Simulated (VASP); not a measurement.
# Nb in VASP: notebook, part 2 of 2

VASP 6.6.1. Earlier steps stand in the parts before.

### 3 Single point, PBE

The input, INCAR:

```
SYSTEM = Nb
PREC = Accurate
ENCUT = 520
EDIFF = 1E-6
ISMEAR = -1
SIGMA = 0.05
LREAL = .False.
LASPH = .True.
NELM = 80
ALGO = Normal
ISIF = 2
LWAVE = .False.
LCHARG = .False.
LDIPOL = .True.
IDIPOL = 3
DIPOL = 0.5 0.5 0.500
GGA = PE
NBANDS = 34
```

The input, KPOINTS:

```
regular mesh
0
Gamma
  10 10 1
  0 0 0
```

The input, POSCAR:

```
Nb
1.0
    3.3112325450      0.0000000000      0.0000000000
    0.0000000000      3.3112325450      0.0000000000
    0.0000000000      0.0000000000     13.6584000000
Nb
4
Direct
    0.2500000000      0.2500000000      0.3294689767
    0.7500000000      0.7500000000      0.4393718977
    0.2500000000      0.2500000000      0.5606280816
    0.7500000000      0.7500000000      0.6705310233
```

Potentials or basis: VASP PAW PBE potentials, release 64 (Nb_sv).

Command:

```bash
cat potpaw_PBE.64/Nb_sv/POTCAR > POTCAR
mpirun -np 1 vasp_std > vasp.out
```

Wall time 1.7 min (1 thread of Intel Xeon 6975P-C (Granite Rapids), shared host); peak memory 0.3 GiB.

Results (log left out):

```
Free energy            : -37.3728 eV
Largest force          : 0.013 eV/Å
Band gap on the k mesh : zero (bands 26 and 27 overlap by 0.33 eV)
```

Forces on the atoms (eV/Å):
```
Nb   0.000  0.000  0.013
Nb   0.000  0.000  0.004
Nb   0.000  0.000 -0.004
Nb   0.000  0.000 -0.013
```

Levels at points of the mesh, in eV from the Fermi level:
```
           k point  band 24  band 25  band 26  band 27  band 28  band 29
(0.00, 0.00, 0.00)     0.05     0.06     0.19     0.19     0.28     0.35
(0.50, 0.00, 0.00)    -1.37    -0.14    -0.14     0.12     0.12     1.41
(0.50, 0.50, 0.00)    -1.47    -0.49    -0.49     1.84     1.84     2.13
```

### 4 Single point, PBE

This run uses another cell than the first one.

The input, INCAR:

```
  ALGO = Normal
  DIPOL = 0.5 0.5 0.500
  EDIFF = 1E-6
  ENCUT = 520
  GGA = PE
  IDIPOL = 3
  ISIF = 2
  ISMEAR = -1
  LASPH = T
  LCHARG = F
  LDIPOL = T
  LREAL = F
  LWAVE = F
  NBANDS = 34
  NELM = 100
  PREC = Accurate
  SIGMA = 0.05
```

The input, KPOINTS:

```
k-points
0
Gamma
  10 10 1
```

The input, POSCAR:

```
Nb
1.0
    3.3112325450      0.0000000000      0.0000000000
    0.0000000000      3.3112325450      0.0000000000
    0.0000000000      0.0000000000     20.9668000000
Nb
4
Direct
    0.2500000000      0.2500000000      0.3815544380
    0.7500000000      0.7500000000      0.4605181457
    0.2500000000      0.2500000000      0.5394818538
    0.7500000000      0.7500000000      0.6184455620
```

Command:

```bash
cat potpaw_PBE.64/Nb_sv/POTCAR > POTCAR
mpirun -np 1 vasp_std > vasp.out
```

Wall time 3.7 min (1 thread of Intel Xeon 6975P-C (Granite Rapids), shared host); peak memory 0.4 GiB.

It converged, with:

```
Free energy            : -37.2436 eV
Largest force          : 0.778 eV/Å
Band gap on the k mesh : zero (bands 26 and 27 overlap by 0.19 eV)
```

Forces on the atoms (eV/Å):
```
Nb   0.000  0.000  0.778
Nb   0.000  0.000 -0.226
Nb   0.000  0.000  0.226
Nb   0.000  0.000 -0.778
```

Levels at points of the mesh, in eV from the Fermi level:
```csv
k point,band 24,band 25,band 26,band 27,band 28,band 29
"(0.00, 0.00, 0.00)",-0.06,0.07,0.07,0.18,0.36,0.36
"(0.50, 0.00, 0.00)",-1.15,0.00,0.00,0.05,0.05,0.92
"(0.50, 0.50, 0.00)",-1.58,-0.36,-0.36,1.89,1.89,2.11
```

### 5 Single point, PBE

This run uses another cell than the first one.

The input, INCAR:

```
PREC = Accurate
ENCUT = 520
EDIFF = 1E-6
ISMEAR = -1
SIGMA = 0.05
LREAL = F
LASPH = T
NELM = 100
ALGO = Normal
ISIF = 2
LWAVE = F
LCHARG = F
LDIPOL = T
IDIPOL = 3
DIPOL = 0.5 0.5 0.500
GGA = PE
NBANDS = 34
```

The input, KPOINTS:

```
regular mesh
0
Gamma
  10 10 1
```

The input, POSCAR:

```
Nb
1.0
    3.3112325450      0.0000000000      0.0000000000
    0.0000000000      3.3112325450      0.0000000000
    0.0000000000      0.0000000000     20.9668000000
Nb
4
Direct
    0.2500000000      0.2500000000      0.3889109993
    0.7500000000      0.7500000000      0.4605050459
    0.2500000000      0.2500000000      0.5394949471
    0.7500000000      0.7500000000      0.6110890072
```

Potentials or basis: VASP PAW PBE potentials, release 64 (Nb_sv).

Command:

```bash
cat potpaw_PBE.64/Nb_sv/POTCAR > POTCAR
mpirun -np 1 vasp_std > vasp.out
```

OUTCAR:

```text
PREC = Accurate
   ENCUT = 520
   EDIFF = 1E-6
   ISMEAR = -1
   LREAL = F
   LASPH = T
   NELM = 100
   ISIF = 2
   GGA = PE

 ion  position               nearest neighbor table
   1  0.250  0.250  0.389-   2 2.78   2 2.78   2 2.78   2 2.78
   2  0.750  0.750  0.461-   1 2.78   1 2.78   1 2.78   1 2.78   3 2.87   3 2.87   3 2.87   3 2.87

   3  0.250  0.250  0.539-   4 2.78   4 2.78   4 2.78   4 2.78   2 2.87   2 2.87   2 2.87   2 2.87

   4  0.750  0.750  0.611-   3 2.78   3 2.78   3 2.78   3 2.78

  LATTYP: Found a simple tetragonal cell.
 ALAT       =     3.3112325450
 C/A-ratio  =     6.3320228087

  Lattice vectors:

 A1 = (   3.3112325450,   0.0000000000,   0.0000000000)
 A2 = (   0.0000000000,   3.3112325450,   0.0000000000)
 A3 = (   0.0000000000,   0.0000000000,  20.9668000000)

Analysis of symmetry for initial positions (statically):
=====================================================================
 Subroutine PRICEL returns:
 Original cell was already a primitive cell.

[... 178 lines left out ...]
 cond. band min:       1.2640775090   @ k =   0.4000   0.2000   0.0000
 fundamental gap:      0.0160966077
 Fermi energy:         1.2573573021

 k-point     1 :       0.0000    0.0000    0.0000
  band No.  band energies     occupation
      1     -53.7499      2.00000
      2     -53.7338      2.00000
      3     -53.1800      2.00000
      4     -52.9940      2.00000
      5     -29.9706      2.00000
      6     -29.9005      2.00000
[... 766 lines left out ...]
     33       4.5908      0.00000
     34       4.6053      0.00000

------------------------ aborting loop because EDIFF is reached ----------------------------------------

 vacuum level on the upper side and lower side of the slab       (xc-potential included)        -0.168        -0.168

  FORCE on cell =-STRESS in cart. coord.  units (eV):
  Direction    XX          YY          ZZ          XY          YZ          ZX
  --------------------------------------------------------------------------------------
  -------------------------------------------------------------------------------------
  Total       -2.1317499     -2.1317499     -0.1394332      0.0000000     -0.0000000      0.0000000
  in kB      -14.8571433    -14.8571433     -0.9717740      0.0000000     -0.0000000      0.0000000
  external PRESSURE =     -10.2286869 kB  Pullay stress =       0.0000000 kB

 VOLUME and BASIS-vectors are now :
 -----------------------------------------------------------------------------
  energy-cutoff  :      520.00
  volume of cell :      229.89
      direct lattice vectors                 reciprocal lattice vectors
     3.311232545  0.000000000  0.000000000     0.302002347  0.000000000  0.000000000
     0.000000000  3.311232545  0.000000000     0.000000000  0.302002347  0.000000000
     0.000000000  0.000000000 20.966800000     0.000000000  0.000000000  0.047694450

 POSITION                                       TOTAL-FORCE (eV/Angst)
 -----------------------------------------------------------------------------------
      0.82781      0.82781      8.15422        -0.000000      0.000000      0.016962
      2.48342      2.48342      9.65532         0.000000     -0.000000      0.003356
      0.82781      0.82781     11.31148        -0.000000     -0.000000     -0.003356
      2.48342      2.48342     12.81258        -0.000000      0.000000     -0.016962
 -----------------------------------------------------------------------------------
    total drift:                                0.000000      0.000000      0.000750

  FREE ENERGIE OF THE ION-ELECTRON SYSTEM (eV)
  ---------------------------------------------------
  free  energy   TOTEN  =       -37.3740625629 eV

  energy  without entropy=      -37.3122664615  energy(sigma->0) =      -37.34316451

 vacuum level on the upper side and lower side of the slab         4.754         4.754
```

Run time: 4.8 min. Hardware: 1 thread of Intel Xeon 6975P-C (Granite Rapids), shared host; peak memory 0.39 GiB.

Results:

| Quantity | Value |
| --- | --- |
| Free energy | -37.3741 eV |
| Largest force | 0.017 eV/Å |
| Band gap on the k mesh | zero (bands 26 and 27 overlap by 0.33 eV) |

Forces in eV/Å, atoms in the order of the input:
```
Nb   0.000  0.000  0.017
Nb   0.000  0.000  0.003
Nb   0.000  0.000 -0.003
Nb   0.000  0.000 -0.017
```

Levels at points of the mesh, in eV from the Fermi level:
```tsv
k point	band 23	band 24	band 25	band 26	band 27	band 28	band 29	band 30
(0.00, 0.00, 0.00)	-0.02	0.05	0.06	0.18	0.18	0.22	0.35	0.35
(0.50, 0.00, 0.00)	-1.37	-1.37	-0.14	-0.14	0.11	0.11	1.41	1.41
(0.50, 0.50, 0.00)	-1.47	-1.47	-0.50	-0.50	1.84	1.84	2.13	2.13
```

### 6 Summary

| cell | gap on the mesh (eV) | largest force (eV/Å) |
| --- | --- | --- |
| a = 3.311, b = 3.311, c = 13.658 Å, 4 atoms, atomic positions A | none | 0.01 |
| a = 3.311, b = 3.311, c = 20.967 Å, 4 atoms, atomic positions B | none | 0.78 |
| a = 3.311, b = 3.311, c = 20.967 Å, 4 atoms, atomic positions A | none | 0.02 |

Alike in all rows: task single point; level PBE; potentials or basis VASP PAW PBE potentials, release 64 (Nb_sv); no spin polarisation; k mesh 10 × 10 × 1; cutoff (eV) 520; smearing fermi-dirac 0.05 eV.

Absolute energies hang on the potentials; compare differences alone.
